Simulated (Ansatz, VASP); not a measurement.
**TiSi: VASP beside Ansatz**

```xyz
2
Lattice="0.0000 2.8949 2.8949 2.8949 0.0000 2.8949 2.8949 2.8949 0.0000" Properties=species:S:1:pos:R:3 pbc="T T T"
Ti    0.0000    0.0000    0.0000
Si    1.4474    1.4474    1.4474
```

Alike in both runs: functional r2SCAN; k mesh 6 × 6 × 6; occupations gaussian, width 0.1 eV; no spin polarisation.

Ansatz relaxed the structure, and its values are those at the end. VASP's run is a single point on that final structure, the one shown.

```csv
,VASP,Ansatz
version,VASP 6.6.1,Ansatz 0.2.0
potentials or method,"VASP PAW PBE potentials, release 64 (Ti_sv, Si), cutoff 520 eV","scalar-relativistic, plane waves, PAW"
valence electrons in the cell,16,16
```

```tsv
	VASP	Ansatz	Ansatz less VASP
gap on the k mesh at the Fermi level (eV)	0.34	0.34	-0.002
least direct gap on the mesh (eV)	0.37	0.37	0.000
pressure (GPa)	0.1	0.1	-0.01
```

VASP's potentials were made for PBE, not for r2SCAN.
